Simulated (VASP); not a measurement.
Ta2In:

```
Ta In
1.0
     0.00000    3.04313    3.04313
     3.04313    0.00000    3.04313
     3.04313    3.04313    0.00000
Ta In
2 1
Direct
  0.25000 0.25000 0.25000
  0.75000 0.75000 0.75000
  0.00000 0.00000 0.00000
```

```yaml
Program: VASP 6.6.1
Task: relaxation of cell and atoms
Functional: r2SCAN
Potentials_or_basis: VASP PAW PBE potentials, release 64 (Ta_pv, In_d)
Cutoff: 600 eV
k_mesh: 6 × 6 × 6
Occupations: gaussian, width 0.1 eV
Spin: no spin polarisation
```

At the start: pressure 30.8 GPa; volume 18.79 Å³/atom.

**Question.** How do energy, volume and symmetry change on relaxing?

**Answer.** Over 5 steps the energy falls by 266.7 meV/atom and the volume is 21.98 Å³/atom (+17.0 %); space group Fm-3m (No. 225, to 0.05 Å).

The path:
| step | energy change (eV) | largest force (eV/Å) | pressure (GPa) | volume (Å³) |
| --- | --- | --- | --- | --- |
| 1 | 0.0000 | 0.0000 | 30.76 | 56.36 |
| 2 | 1.5461 | 0.0000 | -22.06 | 91.20 |
| 3 | -0.7924 | 0.0000 | -2.23 | 67.04 |
| 4 | -0.7999 | 0.0000 | -0.42 | 66.14 |
| 5 | -0.8002 | 0.0000 | 0.00 | 65.94 |

Final structure:
```
CELL_PARAMETERS angstrom
0.00000 3.20649 3.20649
3.20649 0.00000 3.20649
3.20649 3.20649 0.00000
ATOMIC_POSITIONS crystal
Ta 0.25000 0.25000 0.25000
Ta 0.75000 0.75000 0.75000
In 0.00000 0.00000 0.00000
```

Caveat: the volume moved by over 15 % at a fixed basis, so the end points are rough; the PAW data sets were made with another functional, which shifts forces and pressure a little.
